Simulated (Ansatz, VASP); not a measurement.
One calculation of HfSi2O6, two programs

```xyz
9
Lattice="2.6079 -4.9480 0.0000 2.6079 4.9480 0.0000 0.0000 0.0000 6.0196" Properties=species:S:1:pos:R:3 pbc="T T T"
Hf    2.6079    0.0000    0.0000
Si    1.3039   -2.4740    2.0728
Si    1.3039    2.4740    3.9469
O     3.6830   -1.1595    4.8835
O     2.6079    2.7371    3.0098
O     3.6830    1.1595    1.1362
O     1.5327    1.1595    4.8835
O     2.6079   -2.7371    3.0098
O     1.5327   -1.1595    1.1362
```

Alike in both runs: functional PBE; k mesh 6 × 6 × 4; occupations gaussian, width 0.02 eV; no spin polarisation.

Ansatz relaxed the structure, and its values are those at the end. VASP's run is a single point on that final structure, the one shown.

|  | VASP | Ansatz |
| --- | --- | --- |
| version | VASP 6.6.1 | Ansatz 0.2.0 |
| potentials or method | VASP PAW PBE potentials, release 64 (Hf_pv, Si, O), cutoff 520 eV | scalar-relativistic, plane waves, PAW |
| valence electrons in the cell | 54 | 70 |

|  | VASP | Ansatz | Ansatz less VASP |
| --- | --- | --- | --- |
| gap on the k mesh at the Fermi level (eV) | 4.94 | 4.94 | +0.001 |
| least direct gap on the mesh (eV) | 5.17 | 5.18 | +0.011 |
| pressure (GPa) | -0.4 | 0.0 | +0.37 |
| rms of the force components (eV/Å) | 0.076 | 0.002 | -0.0738 |

With one functional, cell and mesh, what is left measures potentials, basis and numerics. VASP's potentials hold 54 valence electrons a cell and Ansatz's 70, so a difference there can come from the potentials and not from the codes.

Spin-orbit coupling is off throughout.
